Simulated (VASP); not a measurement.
Wanted: the native input for a VASP 6.6.1 run.

```yaml
Task: single point
Functional: PBEsol
Potentials_or_basis: VASP PAW PBE potentials, release 64 (Sr_sv, O)
Cutoff: 520 eV
k_mesh: 12 × 12 × 12
Occupations: gaussian, width 0.05 eV
Spin: no spin polarisation
Dipole_correction: no
Further_INCAR_settings: ALGO = Normal; EDIFF = 1e-06; NBANDS = 15
```

The structure of SrO lies in POSCAR:

```
SrO
1.0
    0.0000000000      2.5975128988      2.5975128988
    2.5975128988      0.0000000000      2.5975128988
    2.5975128988      2.5975128988      0.0000000000
Sr O
1 1
Direct
    0.5000000000      0.5000000000      0.5000000000
    0.0000000000      0.0000000000      0.0000000000
```

The input as run:

INCAR

```
PREC = Accurate
ENCUT = 520
EDIFF = 1E-6
ISMEAR = 0
SIGMA = 0.05
LREAL = F
LASPH = T
NELM = 80
ALGO = Normal
ISIF = 2
LWAVE = F
LCHARG = T
GGA = PS
LELF = T
LVHAR = T
NBANDS = 15
```

KPOINTS

```
regular mesh
0
Gamma
  12 12 12
```

Potentials or basis: VASP PAW PBE potentials, release 64 (Sr_sv, O).

Command:

```bash
$ cat potpaw_PBE.64/Sr_sv/POTCAR potpaw_PBE.64/O/POTCAR > POTCAR
$ mpirun -np 1 vasp_std > vasp.out
```

It gave:

The pressure is -3.1 GPa and the band gap on the k mesh is 3.18 eV, indirect (least direct gap 3.28 eV).

Caveat: the PAW data sets were made with another functional, which shifts forces and pressure a little.

It took 74 s on 1 thread of AMD EPYC 7R13, with other jobs on the host, peak memory 0.15 GiB.
